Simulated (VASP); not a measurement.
Write the native input for VASP 6.6.1 that does the following.

| Property | Result |
| --- | --- |
| Task | single point |
| Functional | PBEsol |
| Potentials or basis | VASP PAW PBE potentials, release 64 (Pb_d, Se) |
| Cutoff | 520 eV |
| k mesh | 10 × 10 × 10 |
| Occupations | methfessel-paxton, width 0.1 eV |
| Spin | no spin polarisation |
| Dipole correction | no |
| Further INCAR settings | ALGO = Normal; EDIFF = 1e-06; NBANDS = 17 |

The structure of PbSe lies in POSCAR:

```
PbSe
1.0
    3.7843220000      0.0000000000      0.0000000000
    0.0000000000      3.7843220000      0.0000000000
    0.0000000000      0.0000000000      3.7843220000
Pb Se
1 1
Direct
    0.0000000000      0.0000000000      0.0000000000
    0.5000000000      0.5000000000      0.5000000000
```

These files were run (other wordings do the same):

INCAR

```
SYSTEM = PbSe
PREC = Accurate
ENCUT = 520
EDIFF = 1E-6
ISMEAR = 1
SIGMA = 0.1
LREAL = .False.
LASPH = .True.
NELM = 100
ALGO = Normal
ISIF = 2
LWAVE = .False.
LCHARG = .False.
GGA = PS
NBANDS = 17
```

KPOINTS

```
Automatic mesh
0
Gamma
  10 10 10
  0 0 0
```

Potentials or basis: VASP PAW PBE potentials, release 64 (Pb_d, Se).

Launch:

```console
$ cat potpaw_PBE.64/Pb_d/POTCAR potpaw_PBE.64/Se/POTCAR > POTCAR
$ mpirun -np 1 vasp_std > vasp.out
```

It gave:

```yaml
Pressure: -3.1 GPa
Band_gap_on_the_k_mesh: zero (band 10 reaches 5.24 eV, above the bottom of band 11 at 4.53 eV)
```

Caveat: the PAW data sets were made with another functional, which shifts forces and pressure a little; spin-orbit coupling is left out, which moves the levels of the heavy elements.

Run time: 25 s on 1 thread of Intel(R) Xeon(R) Platinum 8488C (Sapphire Rapids), on a shared host, peak memory 0.19 GiB.
